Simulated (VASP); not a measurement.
# Hf3F (Pmmm) in VASP: notebook

The runs below take Hf3F through single point, relaxation of cell and atoms, with PBE.

Program: VASP 6.6.1. These are calculated values, not measurements. Logs are shortened: lines on timing, memory, paths and dates and some standing lists are left out, and cuts for length are marked.

### Step 1. The cell of the first run

Symmetry: Pmmm, No. 47, orthorhombic system. Conventional cell: a = 3.018 Å, b = 4.220 Å, c = 5.915 Å, α = 90.00°, β = 90.00°, γ = 90.00°. Within 3.9 Å of Hf (site symmetry mmm) lie 2 F at 2.96 Å and 10 Hf at 3.00 to 3.02 Å. Within 3.8 Å of Hf (site symmetry mm2) lie 8 Hf at 2.91 to 3.02 Å and 4 F at 2.97 Å. Within 3.9 Å of F (site symmetry mmm) lie 10 Hf at 2.96 to 2.97 Å and 2 F at 3.02 Å.

### Step 2. Single point, PBE

The input, INCAR:

```
ALGO = Normal ; EDIFF = 1E-6
ENCUT = 520 ; GGA = PE
ISIF = 2 ; ISMEAR = 0
LASPH = True ; LCHARG = False
LREAL = False ; LWAVE = False
NBANDS = 26 ; NELM = 60
PREC = Accurate ; SIGMA = 0.1
```

The input, KPOINTS:

```
k-points
0
Gamma
  6 4 4
```

The input, POSCAR:

```
Hf3F
1.0
    3.0182695900      0.0000000000      0.0000000000
    0.0000000000      4.2197800700      0.0000000000
    0.0000000000      0.0000000000      5.9148614000
Hf F
3 1
Direct
    0.0000000000      0.0000000000      0.5000000000
    0.5000000000      0.5000000000      0.7539245500
    0.5000000000      0.5000000000      0.2460754500
    0.0000000000      0.0000000000      0.0000000000
```

Potentials or basis: VASP PAW PBE potentials, release 64 (Hf_pv, F).

On the command line:

```sh
$ cat potpaw_PBE.64/Hf_pv/POTCAR potpaw_PBE.64/F/POTCAR > POTCAR
$ mpirun -np 1 vasp_std > vasp.out
```

OUTCAR:

```text
EDIFF = 1E-6
   ENCUT = 520
   GGA = PE
   ISIF = 2
   ISMEAR = 0
   LASPH = True
   LREAL = False
   NELM = 60
   PREC = Accurate

 ion  position               nearest neighbor table
   1  0.000  0.000  0.500-   2 3.00   3 3.00   2 3.00   3 3.00   2 3.00   3 3.00   2 3.00   3 3.00

   2  0.500  0.500  0.754-   3 2.91   1 3.00   1 3.00   1 3.00   1 3.00   3 3.00
   3  0.500  0.500  0.246-   2 2.91   1 3.00   1 3.00   1 3.00   1 3.00   2 3.00
   4  0.000  0.000  0.000-

  LATTYP: Found a simple orthorhombic cell.
 ALAT       =     3.0182695900
 B/A-ratio  =     1.3980792451
 C/A-ratio  =     1.9596862453

  Lattice vectors:

 A1 = (   3.0182695900,   0.0000000000,   0.0000000000)
 A2 = (   0.0000000000,   4.2197800700,   0.0000000000)
 A3 = (   0.0000000000,   0.0000000000,   5.9148614000)

Analysis of symmetry for initial positions (statically):
=====================================================================
 Subroutine PRICEL returns:
 Original cell was already a primitive cell.

 Routine SETGRP: Setting up the symmetry group for a
 simple orthorhombic supercell.

 Subroutine GETGRP returns: Found  8 space group operations
 (whereof  8 operations were pure point group operations)
 out of a pool of  8 trial point group operations.

The static configuration has the point symmetry D_2h.

Analysis of symmetry for dynamics (positions and initial velocities):
=====================================================================
 Subroutine PRICEL returns:
 Original cell was already a primitive cell.

 Routine SETGRP: Setting up the symmetry group for a
 simple orthorhombic supercell.

 Subroutine GETGRP returns: Found  8 space group operations
 (whereof  8 operations were pure point group operations)
 out of a pool of  8 trial point group operations.

The dynamic configuration has the point symmetry D_2h.

 Subroutine INISYM returns: Found  8 space group operations
 (whereof  8 operations are pure point group operations),
 and found     1 'primitive' translations

----------------------------------------------------------------------------------------

                                     Primitive cell

  volume of cell :      75.3342

  direct lattice vectors                    reciprocal lattice vectors
     3.018269590  0.000000000  0.000000000     0.331315666  0.000000000  0.000000000
     0.000000000  4.219780070  0.000000000     0.000000000  0.236979175  0.000000000
     0.000000000  0.000000000  5.914861400     0.000000000  0.000000000  0.169065669

  length of vectors
     3.018269590  4.219780070  5.914861400     0.331315666  0.236979175  0.169065669

  position of ions in fractional coordinates (direct lattice)
     0.000000000  0.000000000  0.500000000
     0.500000000  0.500000000  0.753924550
     0.500000000  0.500000000  0.246075450
     0.000000000  0.000000000  0.000000000

  ion indices of the primitive-cell ions
   primitive index   ion index
                 1           1
                 2           2
                 3           3
                 4           4

----------------------------------------------------------------------------------------

 KPOINTS: k-points

Automatic generation of k-mesh.
 Grid dimensions read from file:
 generate k-points for:    6    4    4

 Generating k-lattice:

  Cartesian coordinates                     Fractional coordinates (reciprocal lattice)
     0.055219278  0.000000000  0.000000000     0.166666667  0.000000000  0.000000000
     0.000000000  0.059244794  0.000000000     0.000000000  0.250000000  0.000000000
     0.000000000  0.000000000  0.042266417     0.000000000  0.000000000  0.250000000

  Length of vectors
     0.055219278  0.059244794  0.042266417

  Shift w.r.t. Gamma in fractional coordinates (k-lattice)
     0.000000000  0.000000000  0.000000000

 Subroutine IBZKPT returns following result:
 ===========================================

 Found     36 irreducible k-points:

 Following reciprocal coordinates:
            Coordinates               Weight
  0.000000  0.000000  0.000000      1.000000
  0.166667  0.000000  0.000000      2.000000
  0.333333  0.000000  0.000000      2.000000
  0.500000  0.000000  0.000000      1.000000
  0.000000  0.250000  0.000000      2.000000
  0.166667  0.250000  0.000000      4.000000
[... 16 lines left out ...]
  0.333333  0.500000  0.250000      4.000000
  0.500000  0.500000  0.250000      2.000000
 [... further k-points ...]
   k-points           NKPTS =     36   k-points in BZ     NKDIM =     36   number of bands    NBANDS=     26
   number of dos      NEDOS =    301   number of ions     NIONS =      4
   total plane-waves  NPLWV =  36864
   dimension x,y,z NGX =    24 NGY =   32 NGZ =   48
   dimension x,y,z NGXF=    48 NGYF=   64 NGZF=   96
   ions per type =               3   1
   NGX,Y,Z   is equivalent  to a cutoff of  13.22, 12.61, 13.49 a.u.
   NGXF,Y,Z  is equivalent  to a cutoff of  26.44, 25.21, 26.98 a.u.
 SYSTEM =  unknown system
   PREC   = accura    normal or accurate (medium, high low for compatibility)
   ISTART =      0    job   : 0-new  1-cont  2-samecut
   ICHARG =      2    charge: 1-file 2-atom 10-const
   ISPIN  =      1    spin polarized calculation?
   LNONCOLLINEAR =      F non collinear calculations
   LSORBIT =      F    spin-orbit coupling
   LASPH  =      T    aspherical Exc in radial PAW
   ENCUT  =  520.0 eV  38.22 Ry    6.18 a.u.   5.61  7.85 11.00*2*pi/ulx,y,z
   NELM   =     60;   NELMIN=  2; NELMDL= -5     # of ELM steps
   EDIFF  = 0.1E-05   stopping-criterion for ELM
   LREAL  =      F    real-space projection
   EDIFFG = 0.1E-04   stopping-criterion for IOM
   NSW    =      0    number of steps for IOM
   IBRION =     -1    ionic relax: 0-MD 1-quasi-New 2-CG
   NFREE  =      0    steps in history (QN), initial steepest desc. (CG)
   ISIF   =      2    stress and relaxation
   ISYM   =      2    0-nonsym 1-usesym 2-fastsym
   POTIM  = 0.5000    time-step for ionic-motion
   TEBEG  =    0.0;   TEEND  =   0.0 temperature during run
   PSTRESS=    0.0 pullay stress
   NELECT =      37.0000    total number of electrons
   NUPDOWN=      -1.0000    fix difference up-down
   EMIN   =  10.00;   EMAX   =-10.00  energy-range for DOS
   EFERMI =   0.00;   METHOD = LEGACY
   ISMEAR =     0;   SIGMA  =   0.10  broadening in eV -4-tet -1-fermi 0-gaus
   EFERMI_NEDOS =   21; number of points for ismear=-14 and -15
   IALGO  =     38    algorithm
   IMIX   =      4    mixing-type and parameters
     AMIX     =   0.40;   BMIX     =  1.00
     AMIX_MAG =   1.60;   BMIX_MAG =  1.00
  volume/ion in A,a.u.               =      18.83       127.10
  Fermi-wavevector in a.u.,A,eV,Ry     =   1.291649  2.440863 22.699386  1.668358
  Thomas-Fermi vector in A             =   2.423406
   LORBIT       =      0    0 simple, 1 ext, 2 COOP (PROOUT), +10 PAW based schemes
   GGA     = PE    functional components
   LHFCALC =     F    Hartree Fock is set to
   AEXX    =    0.0000 exact exchange contribution
   IVDW    =     0    specifies the selected vdW correction
   LEPSILON=     F    determine dielectric tensor
   LRPA    =     F    only Hartree local field effects (RPA)
 non-spin polarized calculation
 Gauss-broadening in eV      SIGMA  =   0.10
  energy-cutoff  :      520.00
  volume of cell :       75.33
 maximum number of plane-waves:      2056
 NGX is ok and might be reduce to    24
   NGX = 11   NGY = 15   NGZ = 21

 number of electron      36.9999987 magnetization

 Free energy of the ion-electron system (eV)
  ---------------------------------------------------
  ext. energy  EPLUGINS =         0.00000000
  ---------------------------------------------------
  free energy    TOTEN  =       -32.04740129 eV

  energy without entropy =      -32.02079460  energy(sigma->0) =      -32.03409794

 E-fermi :   4.6390     XC(G=0): -11.1425

 val. band max:        4.6217681202   @ k =   0.5000   0.5000   0.0000
 cond. band min:       4.6418422762   @ k =   0.1667   0.0000   0.5000
 fundamental gap:      0.0200741560
 Fermi energy:         4.6389945138

 k-point     1 :       0.0000    0.0000    0.0000
  band No.  band energies     occupation
      1     -26.4085      2.00000
      2     -26.3359      2.00000
      3     -26.0595      2.00000
      4     -25.7298      2.00000
      5     -25.7128      2.00000
      6     -25.6179      2.00000
[... 18 lines left out ...]
     25       8.5314      0.00000
     26       8.9010      0.00000

 k-point     2 :       0.1667    0.0000    0.0000
  band No.  band energies     occupation
      1     -26.4003      2.00000
      2     -26.2783      2.00000
      3     -26.0408      2.00000
      4     -25.8967      2.00000
      5     -25.8504      2.00000
      6     -25.6401      2.00000
[... 18 lines left out ...]
     25       8.7109      0.00000
     26       8.7944      0.00000

 k-point     3 :       0.3333    0.0000    0.0000
  band No.  band energies     occupation
      1     -26.3996      2.00000
      2     -26.2175      2.00000
      3     -26.1824      2.00000
      4     -26.1497      2.00000
      5     -26.0032      2.00000
      6     -25.5719      2.00000
[... 18 lines left out ...]
     25       8.5563      0.00000
     26       8.6434      0.00000

 k-point     4 :       0.5000    0.0000    0.0000
  band No.  band energies     occupation
      1     -26.4087      2.00000
      2     -26.3759      2.00000
      3     -26.3400      2.00000
      4     -26.0755      2.00000
      5     -25.9843      2.00000
      6     -25.5461      2.00000
[... 18 lines left out ...]
     25       9.0746      0.00000
     26      10.0061      0.00000
[... 496 lines left out ...]
      1     -26.3693      2.00000
      2     -26.2378      2.00000
      3     -26.1560      2.00000
      4     -25.9121      2.00000
      5     -25.8048      2.00000
      6     -25.7197      2.00000
[... 18 lines left out ...]
     25       7.5345      0.00000
     26       7.6598      0.00000

 k-point    23 :       0.3333    0.5000    0.2500
  band No.  band energies     occupation
      1     -26.3376      2.00000
      2     -26.2376      2.00000
      3     -26.2189      2.00000
      4     -26.1301      2.00000
      5     -26.0991      2.00000
      6     -25.6743      2.00000
[... 18 lines left out ...]
     25       7.7036      0.00000
     26       7.9349      0.00000

 k-point    24 :       0.5000    0.5000    0.2500
  band No.  band energies     occupation
      1     -26.4677      2.00000
      2     -26.2919      2.00000
      3     -26.2897      2.00000
      4     -26.2083      2.00000
      5     -26.0279      2.00000
      6     -25.6459      2.00000
[... 18 lines left out ...]
     25       8.0318      0.00000
     26       8.2864      0.00000

 [... further k-points ...]
[... 5 lines left out ...]
  --------------------------------------------------------------------------------------
  -------------------------------------------------------------------------------------
  Total        4.6811961     -0.6542472      3.8541423      0.0000000      0.0000000      0.0000000
  in kB       99.5577324    -13.9142574     81.9682961      0.0000000      0.0000000      0.0000000
  external PRESSURE =      55.8705904 kB  Pullay stress =       0.0000000 kB

 VOLUME and BASIS-vectors are now :
 -----------------------------------------------------------------------------
  energy-cutoff  :      520.00
  volume of cell :       75.33
      direct lattice vectors                 reciprocal lattice vectors
     3.018269590  0.000000000  0.000000000     0.331315666  0.000000000  0.000000000
     0.000000000  4.219780070  0.000000000     0.000000000  0.236979175  0.000000000
     0.000000000  0.000000000  5.914861400     0.000000000  0.000000000  0.169065669

 POSITION                                       TOTAL-FORCE (eV/Angst)
 -----------------------------------------------------------------------------------
      0.00000      0.00000      2.95743         0.000000     -0.000000      0.000000
      1.50913      2.10989      4.45936         0.000000      0.000000     -0.385175
      1.50913      2.10989      1.45550         0.000000      0.000000      0.385175
      0.00000      0.00000      0.00000         0.000000     -0.000000      0.000000
 -----------------------------------------------------------------------------------
    total drift:                                0.000000     -0.000000      0.000000

  FREE ENERGIE OF THE ION-ELECTRON SYSTEM (eV)
  ---------------------------------------------------
  free  energy   TOTEN  =       -32.0474012896 eV

  energy  without entropy=      -32.0207945976  energy(sigma->0) =      -32.03409794
```

It took 40 s on 1 thread of Intel Xeon Platinum 8375C at 2.90GHz (Ice Lake), shared host; peak memory 0.21 GiB.

Results:

```yaml
Free_energy: -32.0474 eV
Pressure: 5.6 GPa
Largest_force: 0.385 eV/Å
```

Forces on the atoms (eV/Å):
```
Hf   0.000  0.000  0.000
Hf   0.000  0.000 -0.385
Hf   0.000  0.000  0.385
F    0.000  0.000  0.000
```

Levels at points of the mesh, in eV from the Fermi level:
```
           k point  band 14  band 15  band 16  band 17  band 18  band 19  band 20  band 21  band 22  band 23
(0.00, 0.00, 0.00)    -4.55    -2.99    -1.90    -1.55     0.02     0.17     0.58     0.60     1.68     2.08
(0.50, 0.00, 0.00)    -3.49    -2.24    -2.01    -1.89    -1.40    -0.13     0.26     0.48     2.69     2.82
(0.00, 0.50, 0.00)    -3.99    -3.31    -3.01    -1.27    -0.39     0.98     1.36     1.43     1.66     2.28
(0.50, 0.50, 0.00)    -3.30    -2.27    -1.68    -0.67    -0.02     0.42     0.70     0.75     2.49     3.04
(0.00, 0.00, 0.50)    -4.55    -3.52    -2.65    -0.44    -0.37     0.01     0.34     0.86     2.19     2.26
(0.50, 0.00, 0.50)    -3.02    -1.70    -1.69    -1.02    -0.97    -0.80     0.11     1.19     1.35     1.97
(0.00, 0.50, 0.50)    -3.68    -3.32    -2.54    -0.03     0.23     0.75     1.12     1.17     1.89     2.03
(0.50, 0.50, 0.50)    -2.34    -1.15    -0.99    -0.64    -0.36    -0.32     0.50     0.74     1.48     2.66
```

Caveat: the k points lie up to 0.37 Å⁻¹ apart; spin-orbit coupling is left out, which moves the levels of the heavy elements; an odd number of electrons without spin polarisation forces a metal; a magnetic or distorted state may lie lower.

### Step 3. Relaxation of cell and atoms, PBE

The input, INCAR:

```
SYSTEM = Hf3F
PREC = Accurate
ENCUT = 600
EDIFF = 1E-6
ISMEAR = 0
SIGMA = 0.1
LREAL = .FALSE.
LASPH = .TRUE.
NELM = 80
ALGO = Normal
ISIF = 3
LWAVE = .FALSE.
LCHARG = .FALSE.
GGA = PE
IBRION = 2
NSW = 90
EDIFFG = -0.04
```

The input, KPOINTS:

```
Automatic mesh
0
G
  6 4 4
  0 0 0
```

POSCAR is that of step 2.

Potentials or basis: VASP PAW PBE potentials, release 64 (Hf_pv, F).

On the command line:

```sh
$ cat potpaw_PBE.64/Hf_pv/POTCAR potpaw_PBE.64/F/POTCAR > POTCAR
$ mpirun -np 1 vasp_std > vasp.out
```

Run time: 12 min. Hardware: 1 thread of Intel Xeon Platinum 8375C at 2.90GHz (Ice Lake), shared host; peak memory 0.25 GiB.

It converged, with:

```
Free energy                            : -33.6884 eV
Relaxed volume                         : 18.86 Å³/atom
Relaxed cell                           : a = 3.076 Å, b = 3.143 Å, c = 7.802 Å, α = 90.00°, β = 90.00°, γ = 90.00°
Space group after relaxing (to 0.05 Å) : Pmmm (No. 47)
Energy gained by relaxing              : 409.8 meV/atom
Ionic steps                            : 21
Pressure after relaxing                : -0.1 GPa
Largest force after relaxing           : 0.017 eV/Å
```

Forces on the atoms (eV/Å):
```
Hf   0.000  0.000  0.000
Hf   0.000  0.000  0.017
Hf   0.000  0.000 -0.017
F    0.000  0.000  0.000
```

Stress tensor (GPa, compression positive):
```
-0.14  0.00  0.00
 0.00 -0.08  0.00
 0.00  0.00  0.07
```

Step by step:
```tsv
step	energy change (eV)	largest force (eV/Å)	pressure (GPa)	volume (Å³)
1	0.0000	0.3848	5.57	75.33
2	-0.2281	0.3308	-3.08	82.61
3	-0.2283	0.3321	-3.27	82.80
4	-0.4489	0.2976	-2.18	81.67
5	-0.6516	1.1578	1.87	78.92
6	-0.8144	1.2251	1.59	79.42
7	-1.0183	0.9110	1.00	79.68
8	-1.0587	1.0550	0.58	79.80
9	-1.0701	1.0218	0.62	79.80
10	-1.2223	0.8984	-0.89	80.39
11	-1.4451	0.3571	-5.45	81.83
12	-1.5368	0.3972	-3.54	79.39
13	-1.5772	0.3480	-1.04	76.78
14	-1.6051	0.3184	-0.32	76.15
15	-1.6243	0.2869	1.13	75.06
16	-1.6318	0.1752	0.00	75.70
17	-1.6330	0.1130	-0.65	76.08
18	-1.6364	0.0826	-0.40	75.84
19	-1.6388	0.0444	0.01	75.45
20	-1.6388	0.0412	0.05	75.41
21	-1.6392	0.0170	-0.05	75.43
```

Final structure:
```
Hf F
1.0
     3.07615    0.00000    0.00000
     0.00000    3.14299    0.00000
     0.00000    0.00000    7.80155
Hf F
3 1
Direct
  0.00000 0.00000 0.50000
  0.50000 0.50000 0.77631
  0.50000 0.50000 0.22369
  0.00000 0.00000 0.00000
```

Levels at points of the mesh, in eV from the Fermi level:
```tsv
k point	band 16	band 17	band 18	band 19	band 20	band 21
(0.00, 0.00, 0.00)	-2.83	-2.20	-1.09	-0.42	0.46	1.70
(0.50, 0.00, 0.00)	-1.88	-0.43	-0.01	0.46	0.97	1.23
(0.00, 0.50, 0.00)	-2.04	-0.55	-0.03	0.31	0.95	1.57
(0.50, 0.50, 0.00)	-1.74	-1.68	-0.66	0.13	0.26	1.65
(0.00, 0.00, 0.50)	-2.56	-2.11	-1.30	-0.73	0.63	1.63
(0.50, 0.00, 0.50)	-2.24	-0.58	0.04	0.31	1.37	1.44
(0.00, 0.50, 0.50)	-2.40	-0.50	-0.10	0.20	0.48	1.40
(0.50, 0.50, 0.50)	-1.67	-1.66	-1.61	0.03	0.16	0.21
```

Caveat: the k points lie up to 0.50 Å⁻¹ apart in the final cell; spin-orbit coupling is left out, which moves the levels of the heavy elements; an odd number of electrons without spin polarisation forces a metal; a magnetic or distorted state may lie lower.
